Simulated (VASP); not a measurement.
Wanted: the native input for a VASP 6.6.1 run.

| Property | Result |
| --- | --- |
| Task | single point |
| Functional | PBEsol |
| Potentials or basis | VASP PAW PBE potentials, release 64 (Ge_d) |
| Cutoff | 520 eV |
| k mesh | 6 × 6 × 6 |
| Occupations | gaussian, width 0.1 eV |
| Spin | no spin polarisation |
| Dipole correction | no |
| Further INCAR settings | ALGO = Normal; EDIFF = 1e-06; NBANDS = 96 |

The structure of Ge lies in POSCAR:

```
Ge
1.0
    2.8954886038      1.6717111249      8.7659861709
   -2.8954886038      1.6717111249      8.7659861709
    0.0000000000     -3.3434222496      8.7659861709
Ge
12
Direct
    0.0611357675      0.5244775377      0.0611357675
    0.0611357675      0.0611357675      0.5244775377
    0.5244775377      0.0611357675      0.0611357675
    0.9388642325      0.4755224623      0.9388642325
    0.4755224623      0.9388642325      0.9388642325
    0.9388642325      0.9388642325      0.4755224623
    0.2160228506      0.6933991875      0.2160228506
    0.2160228506      0.2160228506      0.6933991875
    0.6933991875      0.2160228506      0.2160228506
    0.7839771494      0.3066008125      0.7839771494
    0.3066008125      0.7839771494      0.7839771494
    0.7839771494      0.7839771494      0.3066008125
```

The input as run:

INCAR

```
SYSTEM = Ge
  ALGO = Normal
  EDIFF = 1E-6
  ENCUT = 520
  GGA = PS
  ISIF = 2
  ISMEAR = 0
  LASPH = .True.
  LCHARG = .False.
  LREAL = .False.
  LWAVE = .False.
  NBANDS = 96
  NELM = 100
  PREC = Accurate
  SIGMA = 0.1
```

KPOINTS

```
k-points
0
Gamma
  6 6 6
  0 0 0
```

Potentials or basis: VASP PAW PBE potentials, release 64 (Ge_d).

The run is started by

```bash
$ cat potpaw_PBE.64/Ge_d/POTCAR > POTCAR
$ mpirun -np 1 vasp_std > vasp.out
```

Results of the run:

```json
{
  "Pressure": "-0.1 GPa",
  "Largest force": "0.011 eV/Å",
  "Band gap on the k mesh": "zero (band 84 reaches 5.68 eV, above the bottom of band 85 at 4.86 eV)"
}
```

Caveat: the PAW data sets were made with another functional, which shifts forces and pressure a little.

It took 26 min on 1 thread of Intel(R) Xeon(R) Platinum 8488C (Sapphire Rapids), on a shared host, peak memory 0.93 GiB.
